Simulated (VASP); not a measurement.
# Te2Mo (P6_3/mmc) in VASP: notebook, part 2 of 2

VASP 6.6.1. The steps go on from the part before.

## Step 3: Single point, PBE+D3(BJ)

This run uses another cell than the first one, of 24.96 Å³/atom.

The input, INCAR:

```
SYSTEM = Te2Mo
PREC     = Accurate       ! precision mode
ENCUT    = 520            ! plane-wave cutoff, eV
EDIFF    = 1E-7           ! SCF threshold, eV
ISMEAR   = 0              ! smearing method
SIGMA    = 0.02           ! smearing width, eV
LREAL    = .False.        ! projectors in reciprocal space
LASPH    = .True.         ! aspherical terms in the spheres
NELM     = 80             ! most SCF steps
ALGO     = Normal         ! electronic algorithm
ISIF     = 2              ! what is computed and relaxed
LWAVE    = .False.        ! write WAVECAR
LCHARG   = .True.         ! write CHGCAR
GGA      = PE             ! functional
IVDW     = 12             ! dispersion correction
LELF     = .True.         ! ELF
LVHAR    = .True.       
NBANDS   = 35             ! bands
```

The input, KPOINTS:

```
Automatic mesh
0
Gamma
  12 12 2
  0 0 0
```

The input, POSCAR:

```
Te2Mo
1.0
    3.5182000000      0.0000000000      0.0000000000
   -1.7591000000      3.0468505756      0.0000000000
    0.0000000000      0.0000000000     13.9736000000
Te Mo
4 2
Direct
    0.3333333333      0.6666666667      0.6201337035
    0.6666666667      0.3333333333      0.1201337035
    0.3333333333      0.6666666667      0.8798662965
    0.6666666667      0.3333333333      0.3798662965
    0.3333333333      0.6666666667      0.2500000000
    0.6666666667      0.3333333333      0.7500000000
```

Potentials or basis: VASP PAW PBE potentials, release 64 (Te, Mo_sv).

Run with:

```bash
$ cat potpaw_PBE.64/Te/POTCAR potpaw_PBE.64/Mo_sv/POTCAR > POTCAR
$ mpirun -np 1 vasp_std > vasp.out
```

OUTCAR:

```text
SYSTEM = Te2Mo
   PREC = Accurate
   ENCUT = 520
   EDIFF = 1E-7
   ISMEAR = 0
   LREAL = .False.
   LASPH = .True.
   NELM = 80
   ISIF = 2
   GGA = PE
   IVDW = 12
 IVDW          = 12

 ion  position               nearest neighbor table
   1  0.333  0.667  0.620-   6 2.72   6 2.72   6 2.72   3 3.63
   2  0.667  0.333  0.120-   5 2.72   5 2.72   5 2.72   4 3.63
   3  0.333  0.667  0.880-   6 2.72   6 2.72   6 2.72   1 3.63
   4  0.667  0.333  0.380-   5 2.72   5 2.72   5 2.72   2 3.63
   5  0.333  0.667  0.250-   2 2.72   4 2.72   2 2.72   4 2.72   2 2.72   4 2.72
   6  0.667  0.333  0.750-   1 2.72   3 2.72   1 2.72   3 2.72   1 2.72   3 2.72

  LATTYP: Found a hexagonal cell.
 ALAT       =     3.5182000000
 C/A-ratio  =     3.9718037633

  Lattice vectors:

 A1 = (   3.5182000000,   0.0000000000,   0.0000000000)
 A2 = (  -1.7591000000,   3.0468505756,   0.0000000000)
 A3 = (   0.0000000000,   0.0000000000,  13.9736000000)

Analysis of symmetry for initial positions (statically):
=====================================================================
 Subroutine PRICEL returns:
 Original cell was already a primitive cell.

 Routine SETGRP: Setting up the symmetry group for a
 hexagonal supercell.

 Subroutine GETGRP returns: Found 24 space group operations
 (whereof 12 operations were pure point group operations)
 out of a pool of 24 trial point group operations.

The static configuration has the point symmetry D_3d.
 The point group associated with its full space group is D_6h.

Analysis of symmetry for dynamics (positions and initial velocities):
=====================================================================
 Subroutine PRICEL returns:
 Original cell was already a primitive cell.

 Routine SETGRP: Setting up the symmetry group for a
 hexagonal supercell.
[... 133 lines left out ...]
     AMIX     =   0.40;   BMIX     =  1.00
     AMIX_MAG =   1.60;   BMIX_MAG =  1.00
  volume/ion in A,a.u.               =      24.96       168.47
  Fermi-wavevector in a.u.,A,eV,Ry     =   1.150578  2.174277 18.011787  1.323829
  Thomas-Fermi vector in A             =   2.287241
   LORBIT       =      0    0 simple, 1 ext, 2 COOP (PROOUT), +10 PAW based schemes
   GGA     = PE    functional components
   LHFCALC =     F    Hartree Fock is set to
   AEXX    =    0.0000 exact exchange contribution
   IVDW    =    12    specifies the selected vdW correction
   LEPSILON=     F    determine dielectric tensor
   LRPA    =     F    only Hartree local field effects (RPA)
 non-spin polarized calculation
 Gauss-broadening in eV      SIGMA  =   0.02
  energy-cutoff  :      520.00
  volume of cell :      149.79
 maximum number of plane-waves:      4095
 NGX is ok and might be reduce to    28
   NGX = 13   NGY = 13   NGZ = 51

 number of electron      51.9999997 magnetization

 Free energy of the ion-electron system (eV)
  ---------------------------------------------------
  ext. energy  EPLUGINS =         0.00000000
  ---------------------------------------------------
  free energy    TOTEN  =       -35.99194507 eV

  energy without entropy =      -35.99194507  energy(sigma->0) =      -35.99194507

 E-fermi :   8.4283     XC(G=0): -10.4537

 val. band max:        8.1434568710   @ k =   0.0000   0.0000   0.0000
 cond. band min:       8.8913362847   @ k =   0.2500   0.1667   0.0000
 fundamental gap:      0.7478794136
 Fermi energy:         8.4282586956

 k-point     1 :       0.0000    0.0000    0.0000
  band No.  band energies     occupation
      1     -52.6675      2.00000
      2     -52.6675      2.00000
      3     -26.8327      2.00000
      4     -26.8327      2.00000
      5     -26.7057      2.00000
      6     -26.7057      2.00000
[... 901 lines left out ...]
     34      11.6162      0.00000
     35      13.3272      0.00000

 [... further k-points ...]

------------------------ aborting loop because EDIFF is reached ----------------------------------------

 Edisp (eV)   -3.21914

 E8    (eV) :    -1.4842

  FORCE on cell =-STRESS in cart. coord.  units (eV):
  Direction    XX          YY          ZZ          XY          YZ          ZX
  --------------------------------------------------------------------------------------
  -------------------------------------------------------------------------------------
  Total      -1.15514    -1.15514    -1.13203    -0.00000     0.00000    -0.00000
  in kB     -12.35566   -12.35566   -12.10847    -0.00000     0.00000    -0.00000
  external pressure =      -12.27 kB  Pullay stress =        0.00 kB

 VOLUME and BASIS-vectors are now :
 -----------------------------------------------------------------------------
  energy-cutoff  :      520.00
  volume of cell :      149.79
      direct lattice vectors                 reciprocal lattice vectors
     3.518200000  0.000000000  0.000000000     0.284236257  0.164103880  0.000000000
    -1.759100000  3.046850576  0.000000000     0.000000000  0.328207759  0.000000000
     0.000000000  0.000000000 13.973600000     0.000000000  0.000000000  0.071563520

 POSITION                                       TOTAL-FORCE (eV/Angst)
 -----------------------------------------------------------------------------------
     -0.00000      2.03123      8.66550        -0.000000     -0.000000     -0.007064
      1.75910      1.01562      1.67870         0.000000      0.000000     -0.007064
     -0.00000      2.03123     12.29490        -0.000000      0.000000      0.007064
      1.75910      1.01562      5.30810         0.000000      0.000000      0.007064
     -0.00000      2.03123      3.49340        -0.000000     -0.000000      0.000000
      1.75910      1.01562     10.48020         0.000000      0.000000      0.000000
 -----------------------------------------------------------------------------------
    total drift:                               -0.000000      0.000000     -0.000000

  FREE ENERGIE OF THE ION-ELECTRON SYSTEM (eV)
  ---------------------------------------------------
  free  energy   TOTEN  =       -39.2110816275 eV

  energy  without entropy=      -39.2110816275  energy(sigma->0) =      -39.21108163
```

stdout:

```text
POSCAR found type information on POSCAR TeMo
 POSCAR found :  2 types and       6 ions
 scaLAPACK will be used
 LDA part: xc-table for (Slater+PW92), standard interpolation
 POSCAR, INCAR and KPOINTS ok, starting setup
 FFT: planning ... GRIDC
 FFT: planning ... GRID_SOFT
 FFT: planning ... GRID
 WAVECAR not read
 entering main loop
```

Run time: 7.5 min. Hardware: 1 thread of Intel Xeon 8259CL, shared host; peak memory 0.39 GiB.

What came out:

```yaml
Free_energy: -39.2111 eV
Pressure: -1.2 GPa
Largest_force: 0.007 eV/Å
Band_gap_on_the_k_mesh: 0.75 eV (least direct gap 1.05 eV)
Dispersion_energy_per_atom: -0.537 eV
```

Forces in eV/Å, atoms in the order of the input:
```
Te   0.000  0.000 -0.007
Te   0.000  0.000 -0.007
Te   0.000  0.000  0.007
Te   0.000  0.000  0.007
Mo   0.000  0.000  0.000
Mo   0.000  0.000  0.000
```

Caveat: semilocal functionals underestimate gaps, and a narrow one can read as zero; spin-orbit coupling is left out, which moves the levels of the heavy elements. A k mesh can miss the band edges.

## Step 4: Single point, PBE+D3(BJ) (25.63 Å³/atom)

This run uses another cell than the first one, of 25.63 Å³/atom.

INCAR, as its differences from that of step 3:

```diff
@@ -3,3 +3,3 @@
 ENCUT    = 520            ! plane-wave cutoff, eV
-EDIFF    = 1E-7           ! SCF threshold, eV
+EDIFF    = 1E-6           ! SCF threshold, eV
 ISMEAR   = 0              ! smearing method
@@ -8,3 +8,3 @@
 LASPH    = .True.         ! aspherical terms in the spheres
-NELM     = 80             ! most SCF steps
+NELM     = 60             ! most SCF steps
 ALGO     = Normal         ! electronic algorithm
```

The input, KPOINTS:

```
regular mesh
0
Gamma
  12 12 2
  0 0 0
```

The input, POSCAR:

```
Te2Mo
1.0
    3.5326884562      0.0000000000      0.0000000000
   -1.7663442281      3.0593979467      0.0000000000
    0.0000000000      0.0000000000     14.2260732509
Te Mo
4 2
Direct
    0.3333333333      0.6666666667      0.6226378387
    0.6666666667      0.3333333333      0.1226378387
    0.3333333333      0.6666666667      0.8773621613
    0.6666666667      0.3333333333      0.3773621613
    0.3333333333      0.6666666667      0.2500000000
    0.6666666667      0.3333333333      0.7500000000
```

Run with:

```bash
$ cat potpaw_PBE.64/Te/POTCAR potpaw_PBE.64/Mo_sv/POTCAR > POTCAR
$ mpirun -np 1 vasp_std > vasp.out
```

It took 6.4 min on 1 thread of Intel Xeon 8259CL, shared host; peak memory 0.39 GiB.

Results (log left out):

- Free energy: -39.1715 eV
- Pressure: -1.9 GPa
- Largest force: 0.014 eV/Å
- Band gap on the k mesh: 0.83 eV (least direct gap 1.03 eV)
- Dispersion energy per atom: -0.523 eV

Forces on the atoms (eV/Å):
```
Te   0.000  0.000 -0.014
Te   0.000  0.000 -0.014
Te   0.000  0.000  0.014
Te   0.000  0.000  0.014
Mo   0.000  0.000  0.000
Mo   0.000  0.000  0.000
```

Stress tensor (GPa, compression positive):
```
-1.96  0.00  0.00
 0.00 -1.96  0.00
 0.00  0.00 -1.87
```

Levels at points of the mesh, in eV from the valence-band top:
```tsv
k point	band 23	band 24	band 25	band 26	band 27	band 28	band 29	band 30
(0.00, 0.00, 0.00)	-0.94	-0.94	-0.42	0.00	2.93	2.93	3.04	3.04
(0.50, 0.00, 0.00)	-0.91	-0.87	-0.51	-0.28	1.31	1.36	1.51	1.81
(0.00, 0.00, 0.50)	-0.96	-0.96	-0.10	-0.10	2.97	2.97	2.97	2.97
(0.50, 0.00, 0.50)	-0.88	-0.88	-0.40	-0.40	1.33	1.33	1.67	1.67
```

Caveat: spin-orbit coupling is left out, which moves the levels of the heavy elements. A k mesh can miss the band edges.

## Step 5: The runs side by side

```tsv
cell	gap on the mesh (eV)	pressure (GPa)	largest force (eV/Å)
a = 3.517, b = 3.517, c = 13.945 Å, angles 90.0, 90.0, 120.0°, 6 atoms, atomic positions A	0.74	-1.1	0.01
a = 3.518, b = 3.518, c = 13.974 Å, angles 90.0, 90.0, 120.0°, 6 atoms, atomic positions B	0.75	-1.2	0.01
a = 3.533, b = 3.533, c = 14.226 Å, angles 90.0, 90.0, 120.0°, 6 atoms, atomic positions C	0.83	-1.9	0.01
```

Alike in all rows: task single point; level PBE+D3(BJ); potentials or basis VASP PAW PBE potentials, release 64 (Te, Mo_sv); no spin polarisation; k mesh 12 × 12 × 2; cutoff (eV) 520; smearing gaussian 0.02 eV.

Caveats: spin-orbit coupling is left out, which moves the levels of the heavy elements; semilocal functionals underestimate gaps, and a narrow one can read as zero (at least some runs).

Total energies depend on the potentials used, so only differences within one code and one set of settings carry meaning.
